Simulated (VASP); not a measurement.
Here is a VASP 6.6.1 calculation.

INCAR

```
ALGO = Normal
EDIFF = 1E-6
ENCUT = 520
GGA = PE
ISIF = 2
ISMEAR = 0
IVDW = 12
LASPH = T
LCHARG = F
LREAL = F
LWAVE = F
NBANDS = 21
NELM = 80
PREC = Accurate
SIGMA = 0.1
```

The input KPOINTS:

```
k-points
0
Gamma
  14 14 14
```

POSCAR

```
Ge
1.0
    0.0000000000      2.8496922333      2.8496922333
    2.8496922333      0.0000000000      2.8496922333
    2.8496922333      2.8496922333      0.0000000000
Ge
2
Direct
    0.5000000000      0.5000000000      0.5000000000
    0.7500000000      0.7500000000      0.7500000000
```

Potentials or basis: VASP PAW PBE potentials, release 64 (Ge_d).

Command:

```sh
$ cat potpaw_PBE.64/Ge_d/POTCAR > POTCAR
$ mpirun -np 1 vasp_std > vasp.out
```

(1) Estimate the dispersion energy per atom.

(2) Predict the band gap on the k mesh.

Results:

(1) -0.290 eV.

(2) zero (filled and empty bands touch).

**Experimental background.**

From “Temperature-dependent photoluminescence in Ge: experiment and theory”, 2020, arxiv:2003.00143, for a bulk crystal of Ge at 0 K: band gap 0.744 eV (indirect).

A measured gap of Ge is 0.744 eV (indirect; 0 K; “Temperature-dependent photoluminescence in Ge: experiment and theory”, 2020, arxiv:2003.00143); the calculated 0.00 eV misses it by -0.74 eV. 3 values of this kind are on record (0.666 to 0.807 eV); this one was drawn at random among those near their median. Spin-orbit coupling on Ge is left out. The value is that of PBE+D3(BJ) on a finite k mesh, which can miss the band edges, without temperature or zero-point motion. Semilocal functionals fall short of measured gaps as a rule.
